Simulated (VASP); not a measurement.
# BP (I-4m2) in VASP: a series of runs

Runs on BP. Level: r2SCAN. Tasks: single point.

Everything below comes from runs of VASP 6.6.1. Logs are shortened: lines on timing, memory, paths and dates and some standing lists are left out, and cuts for length are marked.

**1. The cell of the first run**

It takes space group I-4m2 (No. 119, tetragonal). The conventional cell has a = 3.240 Å, b = 3.240 Å, c = 4.518 Å, α = 90.00°, β = 90.00°, γ = 90.00°. B (site symmetry -4m2) has 4 P at 1.97 Å within 2.6 Å. P (site symmetry -4m2) has 4 B at 1.97 Å within 2.6 Å.

**2. Single point, r2SCAN (film at in-plane strain +0.01)**

File POSCAR:

```
BP
1.0
    2.2909397142      2.2909397142      0.0000000000
   -2.2909397142      2.2909397142      0.0000000000
    0.0000000000      2.2909397142      2.2590983635
B P
1 1
Direct
    0.0000000000      0.0000000000      0.0000000000
    0.7500000000      0.2500000000      0.5000000000
```

File INCAR.step1:

```
PREC = Accurate
ENCUT = 520
ISMEAR = 0
SIGMA = 0.01
LREAL = False
LASPH = True
NELM = 60
NBANDS = 11
GGA = PE
ALGO = Normal
EDIFF = 1E-4
LWAVE = True
LCHARG = False
```

File INCAR.step2:

```
PREC = Accurate
ENCUT = 520
EDIFF = 1E-6
ISMEAR = 0
SIGMA = 0.01
LREAL = False
LASPH = True
NELM = 60
ALGO = Normal
ISIF = 2
LWAVE = False
LCHARG = True
METAGGA = R2SCAN
LMIXTAU = True
LELF = True
LVHAR = True
NBANDS = 11
ISTART = 1
```

File KPOINTS:

```
Automatic mesh
0
Gamma
  8 8 8
```

Potentials or basis: VASP PAW PBE potentials, release 64 (B, P).

Launch:

```sh
> cat potpaw_PBE.64/B/POTCAR potpaw_PBE.64/P/POTCAR > POTCAR
> cp INCAR.step1 INCAR
> mpirun -np 1 vasp_std > vasp.out
> cp INCAR.step2 INCAR
> mpirun -np 1 vasp_std > vasp.out
```

OUTCAR:

```text
PREC = Accurate
   ENCUT = 520
   EDIFF = 1E-6
   ISMEAR = 0
   LREAL = False
   LASPH = True
   NELM = 60
   ISIF = 2
   METAGGA = R2SCAN
   ISTART = 1

 ion  position               nearest neighbor table
   1  0.000  0.000  0.000-   2 1.97   2 1.97   2 1.97   2 1.97
   2  0.750  0.250  0.500-   1 1.97   1 1.97   1 1.97   1 1.97

  LATTYP: Found a body centered tetragonal cell.
 ALAT       =     3.2398780144
 C/A-ratio  =     1.3945576676

  Lattice vectors:

 A1 = (   2.2909397142,   0.0000000000,  -2.2590983635)
 A2 = (  -2.2909397142,   0.0000000000,  -2.2590983635)
 A3 = (   0.0000000000,   2.2909397142,   2.2590983635)

Analysis of symmetry for initial positions (statically):
=====================================================================
 Subroutine PRICEL returns:
 Original cell was already a primitive cell.

 Routine SETGRP: Setting up the symmetry group for a
 body centered tetragonal supercell.

 Subroutine GETGRP returns: Found  8 space group operations
 (whereof  8 operations were pure point group operations)
 out of a pool of 16 trial point group operations.

The static configuration has the point symmetry D_2d.

Analysis of symmetry for dynamics (positions and initial velocities):
=====================================================================
 Subroutine PRICEL returns:
 Original cell was already a primitive cell.

 Routine SETGRP: Setting up the symmetry group for a
 body centered tetragonal supercell.

 Subroutine GETGRP returns: Found  8 space group operations
 (whereof  8 operations were pure point group operations)
 out of a pool of 16 trial point group operations.

The dynamic configuration has the point symmetry D_2d.

 Subroutine INISYM returns: Found  8 space group operations
 (whereof  8 operations are pure point group operations),
 and found     1 'primitive' translations

----------------------------------------------------------------------------------------

                                     Primitive cell

  volume of cell :      23.7133

  direct lattice vectors                    reciprocal lattice vectors
     2.290939714  2.290939714  0.000000000     0.218251051  0.218251051 -0.221327237
    -2.290939714  2.290939714  0.000000000    -0.218251051  0.218251051 -0.221327237
     0.000000000  2.290939714  2.259098364     0.000000000  0.000000000  0.442654475

  length of vectors
     3.239878014  3.239878014  3.217441560     0.379806251  0.379806251  0.442654475

  position of ions in fractional coordinates (direct lattice)
[... 88 lines left out ...]
   TEBEG  =    0.0;   TEEND  =   0.0 temperature during run
   PSTRESS=    0.0 pullay stress
   NELECT =       8.0000    total number of electrons
   NUPDOWN=      -1.0000    fix difference up-down
   EMIN   =  10.00;   EMAX   =-10.00  energy-range for DOS
   EFERMI =   0.00;   METHOD = LEGACY
   ISMEAR =     0;   SIGMA  =   0.01  broadening in eV -4-tet -1-fermi 0-gaus
   EFERMI_NEDOS =   21; number of points for ismear=-14 and -15
   IALGO  =     38    algorithm
   IMIX   =      4    mixing-type and parameters
     AMIX     =   0.40;   BMIX     =  1.00
     AMIX_MAG =   1.60;   BMIX_MAG =  1.00
  volume/ion in A,a.u.               =      11.86        80.01
  Fermi-wavevector in a.u.,A,eV,Ry     =   1.139657  2.153639 17.671480  1.298817
  Thomas-Fermi vector in A             =   2.276360
   LORBIT       =      0    0 simple, 1 ext, 2 COOP (PROOUT), +10 PAW based schemes
   METAGGA = R2SCAN    functional components
   LHFCALC =     F    Hartree Fock is set to
   AEXX    =    0.0000 exact exchange contribution
   IVDW    =     0    specifies the selected vdW correction
   LEPSILON=     F    determine dielectric tensor
   LRPA    =     F    only Hartree local field effects (RPA)
 non-spin polarized calculation
 Gauss-broadening in eV      SIGMA  =   0.01
  energy-cutoff  :      520.00
  volume of cell :       23.71
 maximum number of plane-waves:       648
   NGX = 13   NGY = 13   NGZ = 11

 number of electron       8.0000000 magnetization

 Free energy of the ion-electron system (eV)
  ---------------------------------------------------
  ext. energy  EPLUGINS =         0.00000000
  ---------------------------------------------------
  free energy    TOTEN  =       -17.30286269 eV

  energy without entropy =      -17.30286269  energy(sigma->0) =      -17.30286269

 E-fermi :   7.3697     XC(G=0): -11.4334

 val. band max:        7.3087637920   @ k =   0.0000   0.0000   0.0000
 cond. band min:       8.5823720445   @ k =   0.0000   0.0000   0.3750
 fundamental gap:      1.2736082525
 Fermi energy:         7.3696810993

 k-point     1 :       0.0000    0.0000    0.0000
  band No.  band energies     occupation
      1      -8.9090      2.00000
      2       7.1662      2.00000
      3       7.1662      2.00000
      4       7.3088      2.00000
      5      10.7750      0.00000
      6      10.8620      0.00000
      7      10.8620      0.00000
      8      14.9831      0.00000
      9      19.5057      0.00000
     10      19.6293      0.00000
     11      20.0038      0.00000
[... 309 lines left out ...]
 k-point    24 :       0.3750    0.0000    0.1250
  band No.  band energies     occupation
      1      -7.1274      2.00000
      2       1.3229      2.00000
      3       4.0762      2.00000
      4       5.9213      2.00000
      5      11.9167      0.00000
      6      12.4844      0.00000
      7      13.3238      0.00000
      8      16.7247      0.00000
      9      17.5853      0.00000
     10      21.1847      0.00000
     11      22.7642      0.00000

 [... further k-points ...]

------------------------ aborting loop because EDIFF is reached ----------------------------------------

  FORCE on cell =-STRESS in cart. coord.  units (eV):
  Direction    XX          YY          ZZ          XY          YZ          ZX
  --------------------------------------------------------------------------------------
  -------------------------------------------------------------------------------------
  Total       -0.6494630     -0.6494630     -0.0705723      0.0000000      0.0000000      0.0000000
  in kB      -43.8805966    -43.8805966     -4.7681742      0.0000000      0.0000000      0.0000000
  external PRESSURE =     -30.8431224 kB  Pullay stress =       0.0000000 kB

 VOLUME and BASIS-vectors are now :
 -----------------------------------------------------------------------------
  energy-cutoff  :      520.00
  volume of cell :       23.71
      direct lattice vectors                 reciprocal lattice vectors
     2.290939714  2.290939714  0.000000000     0.218251051  0.218251051 -0.221327237
    -2.290939714  2.290939714  0.000000000    -0.218251051  0.218251051 -0.221327237
     0.000000000  2.290939714  2.259098364     0.000000000  0.000000000  0.442654475

 POSITION                                       TOTAL-FORCE (eV/Angst)
 -----------------------------------------------------------------------------------
      0.00000      0.00000      0.00000        -0.000000     -0.000000      0.000000
      1.14547      3.43641      1.12955         0.000000      0.000000      0.000000
 -----------------------------------------------------------------------------------
    total drift:                               -0.000000      0.000000      0.000000

  FREE ENERGIE OF THE ION-ELECTRON SYSTEM (eV)
  ---------------------------------------------------
  free  energy   TOTEN  =       -17.3028626903 eV

  energy  without entropy=      -17.3028626903  energy(sigma->0) =      -17.30286269
```

Run time: 17 s. Hardware: 1 thread of Intel Xeon 6975P-C (Granite Rapids), shared host; peak memory 0.14 GiB.

Results:

* Free energy: -17.3029 eV
* Pressure: -3.1 GPa
* Band gap on the k mesh: 1.27 eV (least direct gap 3.47 eV)

Stress tensor (GPa, compression positive):
```
-4.39  0.00  0.00
 0.00 -4.39  0.00
 0.00  0.00 -0.48
```

Caveat: the cell differs from its parent crystal (film at in-plane strain +0.01); the cell stands under tension; the PAW data sets were made with another functional, which shifts forces and pressure a little. A k mesh can miss the band edges.

**3. Single point, r2SCAN (in-plane strain +0.02, then relaxed in part)**

File POSCAR:

```
BP
1.0
    2.3136222856      2.3136222856      0.0000000000
   -2.3136222856      2.3136222856      0.0000000000
    0.0000000000      2.3136222856      2.2498270378
B P
1 1
Direct
    0.0000000000      0.0000000000      0.0000000000
    0.7500000000      0.2500000000      0.5000000000
```

File INCAR.step1:

```
SYSTEM = BP
PREC = Accurate ; ENCUT = 520
ISMEAR = 0 ; SIGMA = 0.01
LREAL = .False. ; LASPH = .True.
NELM = 80 ; NBANDS = 11
GGA = PE ; ALGO = Normal
EDIFF = 1E-4 ; LWAVE = .True.
LCHARG = .False.
```

File INCAR.step2:

```
SYSTEM = BP
PREC = Accurate ; ENCUT = 520
EDIFF = 1E-7 ; ISMEAR = 0
SIGMA = 0.01 ; LREAL = .False.
LASPH = .True. ; NELM = 80
ALGO = Normal ; ISIF = 2
LWAVE = .False. ; LCHARG = .False.
METAGGA = R2SCAN ; LMIXTAU = .True.
NBANDS = 11 ; ISTART = 1
```

File KPOINTS:

```
Automatic mesh
0
Gamma
  8 8 8
  0 0 0
```

Potentials or basis: VASP PAW PBE potentials, release 64 (B, P).

Launch:

```sh
> cat potpaw_PBE.64/B/POTCAR potpaw_PBE.64/P/POTCAR > POTCAR
> cp INCAR.step1 INCAR
> mpirun -np 1 vasp_std > vasp.out
> cp INCAR.step2 INCAR
> mpirun -np 1 vasp_std > vasp.out
```

It took 20 s on 1 thread of Intel Xeon 6975P-C (Granite Rapids), shared host; peak memory 0.14 GiB.

Results (log left out):

```yaml
Free_energy: -17.2851 eV
Pressure: -5.5 GPa
Band_gap_on_the_k_mesh: 1.08 eV (least direct gap 3.30 eV)
```

Stress tensor (GPa, compression positive):
```
-8.01  0.00  0.00
 0.00 -8.01  0.00
 0.00  0.00 -0.45
```

Levels at points of the mesh, in eV from the valence-band top:
| k point | band 1 | band 2 | band 3 | band 4 | band 5 | band 6 | band 7 | band 8 | band 9 |
| --- | --- | --- | --- | --- | --- | --- | --- | --- | --- |
| (0.00, 0.00, 0.00) | -16.17 | -0.28 | -0.28 | 0.00 | 3.30 | 3.47 | 3.47 | 7.33 | 11.99 |
| (0.50, 0.00, 0.00) | -12.79 | -9.46 | -2.19 | -1.83 | 3.67 | 4.69 | 5.05 | 10.63 | 14.77 |
| (0.50, 0.50, 0.00) | -11.26 | -9.23 | -4.34 | -4.29 | 1.52 | 1.89 | 12.26 | 12.84 | 15.60 |
| (0.00, 0.00, 0.50) | -10.99 | -8.98 | -4.61 | -4.61 | 1.20 | 1.49 | 12.57 | 12.57 | 16.01 |

Caveat: the cell differs from its parent crystal (in-plane strain +0.02, then relaxed in part); the cell stands under tension; the PAW data sets were made with another functional, which shifts forces and pressure a little. A k mesh can miss the band edges.
